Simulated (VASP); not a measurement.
CdS: single point with r2SCAN

The system is CdS.

```xyz
2
Lattice="4.2612 0.0000 0.0000 -2.1306 3.6903 0.0000 0.0000 0.0000 5.8042" Properties=species:S:1:pos:R:3 pbc="T T T"
Cd    0.0000    0.0000    2.5694
S     2.1306    1.2301    2.5208
```

```
Program                : VASP 6.6.1
Task                   : single point
Functional             : r2SCAN
Potentials or basis    : VASP PAW PBE potentials, release 64 (Cd, S)
Cutoff                 : 520 eV
k mesh                 : 6 × 6 × 4
Occupations            : fermi-dirac, width 0.1 eV
Spin                   : no spin polarisation
Dipole correction      : no
Further INCAR settings : ALGO = Normal; EDIFF = 1e-07; NBANDS = 16
```

The pressure is -0.7 GPa, the largest force is 0.013 eV/Å and the band gap on the k mesh is 1.90 eV, indirect (the least direct gap lies 4.4 meV higher).

Forces in eV/Å, atoms in the order of the input:
```
Cd   0.000  0.000 -0.013
S    0.000  0.000  0.013
```

Stress tensor (GPa, compression positive):
```
-0.97  0.00  0.00
 0.00 -0.97  0.00
 0.00  0.00 -0.09
```

Levels at points of the mesh, in eV from the valence-band top:
| k point | band 6 | band 7 | band 8 | band 9 | band 10 | band 11 | band 12 | band 13 |
| --- | --- | --- | --- | --- | --- | --- | --- | --- |
| (0.00, 0.00, 0.00) | -7.18 | -1.12 | 0.00 | 0.00 | 1.90 | 5.90 | 7.43 | 7.43 |
| (0.50, 0.00, 0.00) | -6.96 | -3.61 | -1.34 | -0.22 | 4.11 | 5.58 | 7.09 | 7.85 |
| (0.00, 0.00, 0.50) | -7.17 | -1.33 | 0.00 | 0.00 | 2.23 | 5.37 | 7.48 | 7.48 |
| (0.50, 0.00, 0.50) | -6.95 | -3.58 | -1.33 | -0.33 | 4.29 | 4.60 | 8.10 | 8.53 |

Wall time 60 s on 1 thread of Intel(R) Xeon(R) 6975P-C (Granite Rapids), with other jobs on the host, peak memory 0.23 GiB.

Caveat: the PAW data sets were made with another functional, which shifts forces and pressure a little. A k mesh can miss the band edges.
